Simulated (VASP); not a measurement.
Runs of VASP 6.6.1 on SnO. The structure is that of space group P4/nmm (No. 129), or close to it. The cells are those of the table. 

```tsv
task	level	potentials or basis	cell	k mesh	cutoff (eV)	smearing	second run	gap on the mesh (eV)	pressure (GPa)	largest force (eV/Å)
single point	PBE	VASP PAW PBE potentials, release 64 (Sn_d, O)	a = 3.814, b = 3.814, c = 4.887 Å, 4 atoms	7 × 7 × 6	520	gaussian 0.021 eV	-	0.38	3.8	0.46
single point	PBEsol	VASP PAW PBE potentials, release 64 (Sn_d, O)	a = 3.839, b = 3.839, c = 4.919 Å, 4 atoms	7 × 7 × 6	520	fermi-dirac 0.05 eV	-	0.43	-2.1	0.11
relaxation of cell and atoms	revPBE+D4	VASP PAW PBE potentials, release 64 (Sn_d, O)	relaxed from a = 3.814, b = 3.814, c = 4.887 Å, 4 atoms	7 × 7 × 6	600	fermi-dirac 0.05 eV	-	0.05	0.1	-
single point	PBE	VASP PAW PBE potentials, release 64 (Sn_d, O)	a = 3.814, b = 3.814, c = 4.887 Å, 4 atoms	7 × 7 × 6	520	gaussian 0.028 eV	-	0.38	3.8	0.46
single point	PBEsol	VASP PAW PBE potentials, release 64 (Sn_d, O)	a = 3.814, b = 3.814, c = 4.887 Å, 4 atoms	5 × 5 × 4	520	fermi-dirac 0.05 eV	-	0.55	-0.3	0.15
single point	r2SCAN	VASP PAW PBE potentials, release 64 (Sn_d, O)	a = 3.864, b = 3.864, c = 4.951 Å, 4 atoms	7 × 7 × 6	520	fermi-dirac 0.05 eV	-	0.66	-3.4	0.52
single point	PBE+D3(BJ)	VASP PAW PBE potentials, release 64 (Sn_d, O)	a = 3.736, b = 3.736, c = 4.787 Å, 4 atoms	7 × 7 × 6	520	fermi-dirac 0.05 eV	-	0.16	8.6	1.44
dielectric tensor	PBEsol	VASP PAW PBE potentials, release 64 (Sn_d, O)	a = 3.814, b = 3.814, c = 4.887 Å, 4 atoms	6 × 6 × 6	520	gaussian 0.01 eV	-	0.14	-	-
single point	PBE+D3(BJ)	VASP PAW PBE potentials, release 64 (Sn_d, O)	a = 3.839, b = 3.839, c = 4.919 Å, 4 atoms	7 × 7 × 6	520	fermi-dirac 0.05 eV	-	0.45	-0.1	0.20
single point	PBE	VASP PAW PBE potentials, release 64 (Sn_d, O_h)	a = 3.798, b = 3.798, c = 4.563 Å, 4 atoms	7 × 7 × 6	910	fermi-dirac 0.05 eV	hard_potentials	(b)	5.1	(c)
single point	PBE	VASP PAW PBE potentials, release 64 (Sn_d, O)	a = 3.814, b = 3.814, c = 4.887 Å, 4 atoms	7 × 7 × 6	520	gaussian 0.025 eV	-	0.38	3.8	0.46
single point	LDA	VASP PAW LDA potentials, release 64 (Sn_d, O)	a = 3.888, b = 3.888, c = 4.983 Å, 4 atoms	7 × 7 × 6	520	fermi-dirac 0.05 eV	-	0.62	(a)	0.86
```

Alike in all rows: no spin polarisation.

Q: Fill in the values left out.

A: (a) -7.5; (b) none; (c) 0.08.

Caveats: spin-orbit coupling is left out, which moves the levels of the heavy elements; the PAW data sets were made with another functional, which shifts forces and pressure a little (some runs); forces of over 1 eV/Å act on the atoms, so gaps and moduli don't describe the material at rest (some runs); the gap is small at this level, which inflates the dielectric constant (some runs); the cutoff is under 1.25 times the usual one of these potentials, so pressure, stress and relaxed cells hold a basis-set (Pulay) error (some runs).

A k mesh can miss the band edges, and the runs leave out spin-orbit coupling on Sn.
